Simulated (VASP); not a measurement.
Crystal: SrTe.

```
Sr Te
1.0
     0.00000    3.41981    3.41981
     3.41981    0.00000    3.41981
     3.41981    3.41981    0.00000
Sr Te
1 1
Cartesian
  0.0000 0.0000 0.0000
  3.4198 3.4198 3.4198
```

This cell differs from its parent crystal: strain +2.0%.

Base run:

| Item | Value |
| --- | --- |
| Program | VASP 6.6.1 |
| Functional | r2SCAN |
| Potentials or basis | VASP PAW PBE potentials, release 64 (Sr_sv, Te) |
| Cutoff | 550 eV |
| k mesh | 6 × 6 × 6 |
| Occupations | gaussian, width 0.01 eV |
| Spin | no spin polarisation |

Its results: band gap on the k mesh 2.28 eV, indirect (least direct gap 2.98 eV); pressure -1.7 GPa.

Problem. The run is repeated on the same cell with these changes: functional from r2SCAN to PBE; cutoff from 550 eV to 500 eV; k mesh from 6 × 6 × 6 to 4 × 4 × 4. What comes out?

Solution. Band gap on the k mesh 1.88 eV, indirect (least direct gap 2.51 eV); pressure -1.4 GPa.

Several settings changed at once, so the effect can't be laid on one alone.

Caveats: spin-orbit coupling is left out, which moves the levels of the heavy elements; the PAW data sets were made with another functional, which shifts forces and pressure a little (some runs).

A k mesh can miss the band edges.
